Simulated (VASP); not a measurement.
Runs of VASP 6.6.1 on Na. It takes space group Im-3m (No. 229, cubic). Conventional cell: a = 4.057 Å, b = 4.057 Å, c = 4.057 Å, α = 90.00°, β = 90.00°, γ = 90.00°. Na (site symmetry m-3m) has 14 Na at 3.51 to 4.06 Å within 4.6 Å. 

| k mesh | smearing | gap on the mesh (eV) | pressure (GPa) |
| --- | --- | --- | --- |
| 11 × 11 × 11 | fermi-dirac 0.6 eV | none | 0.6 |
| 11 × 11 × 11 | fermi-dirac 0.01 eV | none | -0.1 |
| 18 × 18 × 18 | fermi-dirac 0.1 eV | none | 0.0 |
| 16 × 16 × 16 | fermi-dirac 0.1 eV | none | 0.0 |
| 11 × 11 × 11 | fermi-dirac 0.3 eV | none | 0.1 |
| 4 × 4 × 4 | fermi-dirac 0.1 eV | none | (b) |
| 11 × 11 × 11 | gaussian 0.03 eV | none | -0.1 |
| 5 × 5 × 5 | fermi-dirac 0.1 eV | none | 0.0 |
| 9 × 9 × 9 | fermi-dirac 0.1 eV | none | -0.1 |
| 11 × 11 × 11 | gaussian 0.6 eV | none | 0.0 |
| 11 × 11 × 11 | fermi-dirac 1 eV | none | 1.7 |
| 11 × 11 × 11 | gaussian 1 eV | none | (a) |

Alike in all rows: task single point; level LDA; potentials or basis VASP PAW LDA potentials, release 64 (Na_pv); no spin polarisation; cell as given; cutoff (eV) 520.

Fill in the values left out.

(a) 0.2; (b) 0.3.

Caveats: some runs use coarse meshes.

A gap of «none» marks levels without a gap at the run's occupations.
